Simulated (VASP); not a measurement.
# As in VASP: single point with LDA

Aim: the single point of As with LDA.

Everything below comes from runs of VASP 6.6.1. Logs are shortened: lines on timing, memory, paths and dates and some standing lists are left out, and cuts for length are marked.

### 1 The cell of the first run

The cell holds a sheet with vacuum, 2 atoms: a = 3.513 Å, b = 3.513 Å, c = 26.600 Å, α = 90.00°, β = 90.00°, γ = 120.00°.

### 2 Single point, LDA

Input file INCAR:

```
PREC = Accurate
ENCUT = 400
EDIFF = 1E-6
ISMEAR = 0
SIGMA = 0.03
LREAL = False
LASPH = True
NELM = 120
ALGO = Normal
ISIF = 2
LWAVE = False
LCHARG = False
LDIPOL = True
IDIPOL = 3
DIPOL = 0.5 0.5 0.289
NBANDS = 12
GGA_COMPAT = False
NELMDL = -8
```

Input file KPOINTS:

```
Automatic mesh
0
Gamma
  12 12 1
```

Input file POSCAR:

```
As
1.0
    3.5128969011      0.0000000000      0.0000000000
   -1.7564484505      3.0422579572      0.0000000000
    0.0000000000      0.0000000000     26.6000000028
As
2
Direct
    0.3333333333      0.6666666667      0.2634995721
    0.6666666667      0.3333333333      0.3154477963
```

Potentials or basis: VASP PAW LDA potentials, release 64 (As).

Run with:

```console
$ cat potpaw_LDA.64/As/POTCAR > POTCAR
$ mpirun -np 1 vasp_std > vasp.out
```

OUTCAR:

```text
PREC = Accurate
   ENCUT = 400
   EDIFF = 1E-6
   ISMEAR = 0
   LREAL = False
   LASPH = True
   NELM = 120
   ISIF = 2
   NELMDL = -8

 ion  position               nearest neighbor table
   1  0.333  0.667  0.263-   2 2.45   2 2.45   2 2.45
   2  0.667  0.333  0.315-   1 2.45   1 2.45   1 2.45

  LATTYP: Found a hexagonal cell.
 ALAT       =     3.5128969011
 C/A-ratio  =     7.5720981149

  Lattice vectors:

 A1 = (   3.5128969011,   0.0000000000,   0.0000000000)
 A2 = (  -1.7564484505,   3.0422579572,   0.0000000000)
 A3 = (   0.0000000000,   0.0000000000,  26.6000000028)

Analysis of symmetry for initial positions (statically):
=====================================================================
 Subroutine PRICEL returns:
 Original cell was already a primitive cell.

 Routine SETGRP: Setting up the symmetry group for a
 hexagonal supercell.

 Subroutine GETGRP returns: Found 12 space group operations
 (whereof  6 operations were pure point group operations)
 out of a pool of 24 trial point group operations.

The static configuration has the point symmetry C_3v.
 The point group associated with its full space group is D_3d.

Analysis of symmetry for dynamics (positions and initial velocities):
=====================================================================
 Subroutine PRICEL returns:
 Original cell was already a primitive cell.

 Routine SETGRP: Setting up the symmetry group for a
 hexagonal supercell.

 Subroutine GETGRP returns: Found 12 space group operations
 (whereof  6 operations were pure point group operations)
 out of a pool of 24 trial point group operations.

The dynamic configuration has the point symmetry C_3v.
 The point group associated with its full space group is D_3d.

 Subroutine INISYM returns: Found 12 space group operations
 (whereof  6 operations are pure point group operations),
 and found     1 'primitive' translations

----------------------------------------------------------------------------------------

                                     Primitive cell

  volume of cell :     284.2779

  direct lattice vectors                    reciprocal lattice vectors
     3.512896901  0.000000000  0.000000000     0.284665343  0.164351612  0.000000000
    -1.756448450  3.042257957  0.000000000     0.000000000  0.328703224  0.000000000
     0.000000000  0.000000000 26.600000003     0.000000000  0.000000000  0.037593985

  length of vectors
     3.512896901  3.512896901 26.600000003     0.328703224  0.328703224  0.037593985

  position of ions in fractional coordinates (direct lattice)
     0.333333333  0.666666667  0.263499572
     0.666666667  0.333333333  0.315447796

  ion indices of the primitive-cell ions
   primitive index   ion index
                 1           1
                 2           2

----------------------------------------------------------------------------------------

 KPOINTS: Automatic mesh

Automatic generation of k-mesh.
 Grid dimensions read from file:
 generate k-points for:   12   12    1

 Generating k-lattice:

  Cartesian coordinates                     Fractional coordinates (reciprocal lattice)
     0.023722112  0.013695968  0.000000000     0.083333333 -0.000000000  0.000000000
     0.000000000  0.027391935  0.000000000     0.000000000  0.083333333  0.000000000
     0.000000000  0.000000000  0.037593985     0.000000000  0.000000000  1.000000000

  Length of vectors
     0.027391935  0.027391935  0.037593985

  Shift w.r.t. Gamma in fractional coordinates (k-lattice)
     0.000000000  0.000000000  0.000000000

 Subroutine IBZKPT returns following result:
 ===========================================

 Found     19 irreducible k-points:

 Following reciprocal coordinates:
            Coordinates               Weight
  0.000000  0.000000  0.000000      1.000000
  0.083333  0.000000  0.000000      6.000000
  0.166667  0.000000  0.000000      6.000000
  0.250000  0.000000  0.000000      6.000000
  0.333333 -0.000000  0.000000      6.000000
  0.416667  0.000000  0.000000      6.000000
[... 11 lines left out ...]
  0.333333  0.250000  0.000000     12.000000
  0.333333  0.333333  0.000000      2.000000
   k-points           NKPTS =     19   k-points in BZ     NKDIM =     19   number of bands    NBANDS=     12
   number of dos      NEDOS =    301   number of ions     NIONS =      2
   total plane-waves  NPLWV = 103680
   dimension x,y,z NGX =    24 NGY =   24 NGZ =  180
   dimension x,y,z NGXF=    48 NGYF=   48 NGZF=  360
   ions per type =               2
   NGX,Y,Z   is equivalent  to a cutoff of  11.36, 11.36, 11.25 a.u.
   NGXF,Y,Z  is equivalent  to a cutoff of  22.72, 22.72, 22.50 a.u.
 SYSTEM =  unknown system
   PREC   = accura    normal or accurate (medium, high low for compatibility)
   ISTART =      0    job   : 0-new  1-cont  2-samecut
   ICHARG =      2    charge: 1-file 2-atom 10-const
   ISPIN  =      1    spin polarized calculation?
   LNONCOLLINEAR =      F non collinear calculations
   LSORBIT =      F    spin-orbit coupling
   LASPH  =      T    aspherical Exc in radial PAW
   ENCUT  =  400.0 eV  29.40 Ry    5.42 a.u.   5.73  5.73 43.38*2*pi/ulx,y,z
   NELM   =    120;   NELMIN=  2; NELMDL= -8     # of ELM steps
   EDIFF  = 0.1E-05   stopping-criterion for ELM
   LREAL  =      F    real-space projection
   EDIFFG = 0.1E-04   stopping-criterion for IOM
   NSW    =      0    number of steps for IOM
   IBRION =     -1    ionic relax: 0-MD 1-quasi-New 2-CG
   NFREE  =      0    steps in history (QN), initial steepest desc. (CG)
   ISIF   =      2    stress and relaxation
   ISYM   =      2    0-nonsym 1-usesym 2-fastsym
   POTIM  = 0.5000    time-step for ionic-motion
   TEBEG  =    0.0;   TEEND  =   0.0 temperature during run
   PSTRESS=    0.0 pullay stress
   NELECT =      10.0000    total number of electrons
   NUPDOWN=      -1.0000    fix difference up-down
   EMIN   =  10.00;   EMAX   =-10.00  energy-range for DOS
   EFERMI =   0.00;   METHOD = LEGACY
   ISMEAR =     0;   SIGMA  =   0.03  broadening in eV -4-tet -1-fermi 0-gaus
   EFERMI_NEDOS =   21; number of points for ismear=-14 and -15
   IALGO  =     38    algorithm
   IMIX   =      4    mixing-type and parameters
     AMIX     =   0.40;   BMIX     =  1.00
     AMIX_MAG =   1.60;   BMIX_MAG =  1.00
  volume/ion in A,a.u.               =     142.14       959.20
  Fermi-wavevector in a.u.,A,eV,Ry     =   0.536406  1.013661  3.914827  0.287732
  Thomas-Fermi vector in A             =   1.561711
   LORBIT       =      0    0 simple, 1 ext, 2 COOP (PROOUT), +10 PAW based schemes
   GGA     = CA    functional components
   LHFCALC =     F    Hartree Fock is set to
   AEXX    =    0.0000 exact exchange contribution
   IVDW    =     0    specifies the selected vdW correction
   LEPSILON=     F    determine dielectric tensor
   LRPA    =     F    only Hartree local field effects (RPA)
 non-spin polarized calculation
 Gauss-broadening in eV      SIGMA  =   0.03
  energy-cutoff  :      400.00
  volume of cell :      284.28
 maximum number of plane-waves:      5188
 NGX is ok and might be reduce to    24
   NGX = 11   NGY = 11   NGZ = 87

 dipolmoment           0.000000      0.000000     -0.000005 electrons x Angstroem

 number of electron      10.0000003 magnetization

 dipolmoment           0.000000      0.000000      0.000001 electrons x Angstroem

 Free energy of the ion-electron system (eV)
  ---------------------------------------------------
  ext. energy  EPLUGINS =         0.00000000
  ---------------------------------------------------
  free energy    TOTEN  =       -10.46054638 eV

  energy without entropy =      -10.46054638  energy(sigma->0) =      -10.46054638

 E-fermi :  -3.7949     XC(G=0):  -2.0591

 val. band max:       -3.9720686630   @ k =   0.0000   0.0000   0.0000
 cond. band min:      -2.5406798741   @ k =   0.3333  -0.0000   0.0000
 fundamental gap:      1.4313887889
 Fermi energy:        -3.7948961997

 k-point     1 :       0.0000    0.0000    0.0000
  band No.  band energies     occupation
      1     -18.0607      2.00000
      2     -11.3747      2.00000
      3      -4.8030      2.00000
      4      -3.9721      2.00000
      5      -3.9721      2.00000
      6      -1.8575      0.00000
      7      -0.3822      0.00000
      8      -0.3822      0.00000
      9       0.9058      0.00000
     10       1.2583      0.00000
     11       1.6751      0.00000
     12       1.9472      0.00000

 k-point     2 :       0.0833    0.0000    0.0000
  band No.  band energies     occupation
      1     -17.9614      2.00000
      2     -11.3454      2.00000
      3      -4.9475      2.00000
      4      -4.7450      2.00000
      5      -4.2029      2.00000
      6      -1.2534      0.00000
      7      -0.4723      0.00000
      8      -0.1474      0.00000
      9       1.0577      0.00000
     10       1.3710      0.00000
     11       1.7865      0.00000
     12       2.0632      0.00000

 k-point     3 :       0.1667    0.0000    0.0000
  band No.  band energies     occupation
      1     -17.6661      2.00000
      2     -11.3070      2.00000
      3      -6.4117      2.00000
      4      -4.7080      2.00000
      5      -4.6056      2.00000
      6      -1.7289      0.00000
      7       0.2787      0.00000
      8       0.3018      0.00000
      9       1.4128      0.00000
     10       1.7296      0.00000
     11       2.1188      0.00000
     12       2.3996      0.00000

 k-point     4 :       0.2500    0.0000    0.0000
  band No.  band energies     occupation
      1     -17.1845      2.00000
      2     -11.4457      2.00000
      3      -7.5467      2.00000
      4      -5.2364      2.00000
      5      -4.5405      2.00000
      6      -2.3694      0.00000
      7       0.3842      0.00000
      8       0.6054      0.00000
      9       1.7318      0.00000
     10       2.2667      0.00000
     11       2.6690      0.00000
     12       2.9282      0.00000

 k-point     5 :       0.3333   -0.0000    0.0000
  band No.  band energies     occupation
      1     -16.5425      2.00000
      2     -12.0167      2.00000
      3      -7.9866      2.00000
      4      -5.6627      2.00000
      5      -4.8496      2.00000
      6      -2.5407      0.00000
      7      -0.2289      0.00000
      8       0.6857      0.00000
      9       2.4398      0.00000
     10       2.6307      0.00000
     11       3.3534      0.00000
     12       3.7019      0.00000
[... 153 lines left out ...]
      1     -15.0963      2.00000
      2     -13.4860      2.00000
      3      -8.0826      2.00000
      4      -6.6846      2.00000
      5      -5.7437      2.00000
      6      -1.4896      0.00000
      7      -0.2839      0.00000
      8       0.1558      0.00000
      9       2.6916      0.00000
     10       4.8776      0.00000
     11       5.0223      0.00000
     12       5.1930      0.00000

 k-point    17 :       0.2500    0.2500    0.0000
  band No.  band energies     occupation
      1     -15.5848      2.00000
      2     -12.8545      2.00000
      3      -8.0880      2.00000
      4      -7.2239      2.00000
      5      -5.1509      2.00000
      6      -1.5320      0.00000
      7      -0.5927      0.00000
      8       1.0904      0.00000
      9       3.5703      0.00000
     10       3.6782      0.00000
     11       4.3206      0.00000
     12       4.5271      0.00000

 k-point    18 :       0.3333    0.2500    0.0000
  band No.  band energies     occupation
      1     -14.8856      2.00000
      2     -13.5639      2.00000
      3      -8.5345      2.00000
      4      -6.6803      2.00000
      5      -5.6863      2.00000
      6      -1.9647      0.00000
      7       0.0573      0.00000
      8       0.7745      0.00000
      9       3.7737      0.00000
     10       4.3431      0.00000
     11       4.7596      0.00000
     12       5.3240      0.00000

 k-point    19 :       0.3333    0.3333    0.0000
  band No.  band energies     occupation
      1     -14.2036      2.00000
      2     -14.2036      2.00000
      3      -8.7978      2.00000
      4      -6.1533      2.00000
      5      -6.1533      2.00000
      6      -2.2458      0.00000
      7       0.5995      0.00000
      8       0.5995      0.00000
      9       4.0022      0.00000
     10       5.1117      0.00000
     11       5.1117      0.00000
     12       5.8836      0.00000

------------------------ aborting loop because EDIFF is reached ----------------------------------------

 vacuum level on the upper side and lower side of the slab       (xc-potential included)        -0.007        -0.007

  FORCE on cell =-STRESS in cart. coord.  units (eV):
  Direction    XX          YY          ZZ          XY          YZ          ZX
  --------------------------------------------------------------------------------------
  -------------------------------------------------------------------------------------
  Total        0.1231582      0.1231582      0.1736859      0.0000000     -0.0000000     -0.0000000
  in kB        0.6941140      0.6941140      0.9788860      0.0000000     -0.0000000     -0.0000000
  external PRESSURE =       0.7890380 kB  Pullay stress =       0.0000000 kB

 VOLUME and BASIS-vectors are now :
 -----------------------------------------------------------------------------
  energy-cutoff  :      400.00
  volume of cell :      284.28
      direct lattice vectors                 reciprocal lattice vectors
     3.512896901  0.000000000  0.000000000     0.284665343  0.164351612  0.000000000
    -1.756448450  3.042257957  0.000000000     0.000000000  0.328703224  0.000000000
     0.000000000  0.000000000 26.600000003     0.000000000  0.000000000  0.037593985

 POSITION                                       TOTAL-FORCE (eV/Angst)
 -----------------------------------------------------------------------------------
     -0.00000      2.02817      7.00909         0.000000     -0.000000     -0.130995
      1.75645      1.01409      8.39091        -0.000000      0.000000      0.130995
 -----------------------------------------------------------------------------------
    total drift:                               -0.000000     -0.000000      0.000015

  FREE ENERGIE OF THE ION-ELECTRON SYSTEM (eV)
  ---------------------------------------------------
  free  energy   TOTEN  =       -10.4605463810 eV

  energy  without entropy=      -10.4605463810  energy(sigma->0) =      -10.46054638

 vacuum level on the upper side and lower side of the slab         1.517         1.517
```

Run time: 60 s. Hardware: 1 thread of Intel Xeon 8259CL, shared host; peak memory 0.24 GiB.

What came out:

```yaml
Free_energy: -10.4605 eV
Largest_force: 0.131 eV/Å
Band_gap_on_the_k_mesh: 1.43 eV (least direct gap 2.11 eV)
```

Forces in eV/Å, atoms in the order of the input:
```
As   0.000  0.000 -0.131
As   0.000  0.000  0.131
```
